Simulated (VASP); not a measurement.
BN, 8 atoms in the cell. Symmetry: Cmm2, No. 35, orthorhombic system. Conventional cell: a = 5.128 Å, b = 5.128 Å, c = 3.626 Å, α = 90.00°, β = 90.00°, γ = 90.00°. B (site symmetry m) has 4 N at 1.49 to 1.57 Å within 2.0 Å. B (site symmetry m) has 4 N at 1.57 to 1.66 Å within 2.1 Å. N (site symmetry mm2) has 4 B at 1.49 to 1.66 Å within 2.0 Å. N (site symmetry mm2) has 4 B at 1.57 Å within 2.1 Å. N (site symmetry 2) has 4 B at 1.57 Å within 2.1 Å.  This cell differs from its parent crystal: atom 5 (N) moved +0.150 Å along Cartesian [0 0 1].

| Property | Result |
| --- | --- |
| Program | VASP 6.6.1 |
| Task | single point |
| Functional | PBE |
| Potentials or basis | VASP PAW PBE potentials, release 64 (B, N) |
| Cutoff | 520 eV |
| k mesh | 6 × 6 × 6 |
| Occupations | gaussian, width 0.05 eV |
| Spin | no spin polarisation |
| Dipole correction | no |
| Further INCAR settings | ALGO = Normal; EDIFF = 1e-06; NBANDS = 26 |

Potentials or basis: VASP PAW PBE potentials, release 64 (B, N).

Command:

```sh
$ cat potpaw_PBE.64/B/POTCAR potpaw_PBE.64/N/POTCAR > POTCAR
$ mpirun -np 1 vasp_std > vasp.out
```

Hardware: 1 thread of Intel(R) Xeon(R) Platinum 8259CL CPU @ 2.50GHz (Skylake/Cascade Lake), with other jobs on the host.

Task: How long does it take, and how much memory?

Result: Run time: 45 s on 1 thread of Intel(R) Xeon(R) Platinum 8259CL CPU @ 2.50GHz (Skylake/Cascade Lake) (shared host), peak memory 0.18 GiB. Counts: scf iterations 14, k points 52.
